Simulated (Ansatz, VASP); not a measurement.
ZrN in VASP and in Ansatz

```xyz
2
Lattice="0.0000 2.2842 2.2842 2.2842 0.0000 2.2842 2.2842 2.2842 0.0000" Properties=species:S:1:pos:R:3 pbc="T T T"
Zr    0.0000    0.0000    0.0000
N     2.2842    2.2842    2.2842
```

Alike in both runs: task single point; functional PBE; k mesh 18 × 18 × 18; occupations gaussian, width 0.15 eV; no spin polarisation.

```csv
,VASP,Ansatz
version,VASP 6.6.1,Ansatz 0.2.0
potentials or method,"VASP PAW PBE potentials, release 64 (Zr_sv, N), cutoff 600 eV","scalar-relativistic, plane waves, PAW"
valence electrons in the cell,17,17
```

VASP gave:

- gap on the k mesh at the Fermi level (eV): none
- pressure (GPa): 4.6

**Question.** Which values does Ansatz return?

**Answer.** gap on the k mesh at the Fermi level (eV): none; pressure (GPa): 4.5.

A gap of «none» marks a metal or a gap that the smearing closes.
